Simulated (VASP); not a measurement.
Input of a VASP 6.6.1 run:

INCAR

```
  PREC = Accurate
  ENCUT = 600
  EDIFF = 1E-7
  ISMEAR = -1
  SIGMA = 0.05
  LREAL = False
  LASPH = True
  NELM = 60
  ALGO = Normal
  ISIF = 3
  LWAVE = False
  LCHARG = False
  GGA = PE
  IBRION = 2
  NSW = 60
  EDIFFG = -0.005
  PSTRESS = 440.0
```

KPOINTS

```
regular mesh
0
Gamma
  12 12 4
```

The input POSCAR:

```
Sn
1.0
    2.9983360027      0.0000000000      0.0000000000
   -1.4991680014      2.5966351474      0.0000000000
    0.0000000000      0.0000000000      9.7445920088
Sn
4
Direct
    0.0000000000      0.0000000000      0.0000000000
    0.0000000000      0.0000000000      0.5000000000
    0.3333333333      0.6666666667      0.2500000000
    0.6666666667      0.3333333333      0.7500000000
```

Potentials or basis: VASP PAW PBE potentials, release 64 (Sn_d).

The run is started by

```console
$ cat potpaw_PBE.64/Sn_d/POTCAR > POTCAR
$ mpirun -np 1 vasp_std > vasp.out
```

(1) Estimate the band gap on the k mesh.

(2) Estimate the relaxed volume.

Results:

(1) zero (band 28 reaches 21.22 eV, above the bottom of band 29 at 9.56 eV).

(2) 19.08 Å³/atom.

Caveat: the cell is relaxed towards a set pressure, so the enthalpy falls and the energy may rise; spin-orbit coupling is left out, which moves the levels of the heavy elements.
